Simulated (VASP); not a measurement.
## Bi2Te3: relaxation of cell and atoms with PBE

Crystal: Bi2Te3.

```
Bi Te
1.0
     2.22515    1.28469   10.58803
    -2.22515    1.28469   10.58803
     0.00000   -2.56938   10.58803
Bi Te
2 3
Direct
  0.39797 0.39797 0.39797
  0.60203 0.60203 0.60203
  0.00000 0.00000 0.00000
  0.21449 0.21449 0.21449
  0.78551 0.78551 0.78551
```

| Item | Value |
| --- | --- |
| Program | VASP 6.6.1 |
| Task | relaxation of cell and atoms |
| Functional | PBE |
| Potentials or basis | VASP PAW PBE potentials, release 64 (Bi_d, Te) |
| Cutoff | 600 eV |
| k mesh | 7 × 7 × 7 |
| Occupations | gaussian, width 0.03 eV |
| Spin | no spin polarisation |
| Further INCAR settings | ALGO = Normal; EDIFF = 1e-07; IBRION = 2; EDIFFG = -0.005; NSW = 90; ISIF = 3 |

| Item | Value |
| --- | --- |
| Relaxed volume | 36.31 Å³/atom |
| Relaxed cell | a = 10.896 Å, b = 10.896 Å, c = 10.896 Å, α = 23.56°, β = 23.56°, γ = 23.56° |
| Space group after relaxing (to 0.1 Å) | R-3m (No. 166) |
| Energy gained by relaxing | 0.0 meV/atom |
| Ionic steps | 3 |
| Pressure after relaxing | 0.0 GPa |
| Largest force after relaxing | 0.005 eV/Å |
| Band gap on the k mesh | 0.46 eV |

Forces in eV/Å, atoms in the order of the input:
```
Bi   0.000  0.000 -0.005
Bi   0.000  0.000  0.005
Te   0.000  0.000  0.000
Te   0.000  0.000  0.003
Te   0.000  0.000 -0.003
```

Final structure:
```
CELL_PARAMETERS angstrom
2.22470 1.28443 10.58847
-2.22470 1.28443 10.58847
0.00000 -2.56886 10.58847
ATOMIC_POSITIONS crystal
Bi 0.39795 0.39795 0.39795
Bi 0.60205 0.60205 0.60205
Te 0.00000 0.00000 0.00000
Te 0.21450 0.21450 0.21450
Te 0.78550 0.78550 0.78550
```

Levels at points of the mesh, in eV from the valence-band top:
| k point | band 20 | band 21 | band 22 | band 23 | band 24 | band 25 | band 26 | band 27 | band 28 |
| --- | --- | --- | --- | --- | --- | --- | --- | --- | --- |
| (0.00, 0.00, 0.00) | -1.35 | -1.35 | -0.65 | -0.65 | 0.00 | 0.46 | 1.02 | 1.02 | 2.01 |

Wall time 17 min on 2 MPI ranks on Intel(R) Xeon(R) 6975P-C (Granite Rapids), on a shared host, peak memory 1.5 GiB a rank.

Caveat: spin-orbit coupling is left out, which moves the levels of the heavy elements; an odd mesh through Γ misses points on the zone boundary, where band edges can lie. As with any semilocal functional, this PBE gap is likely too small.
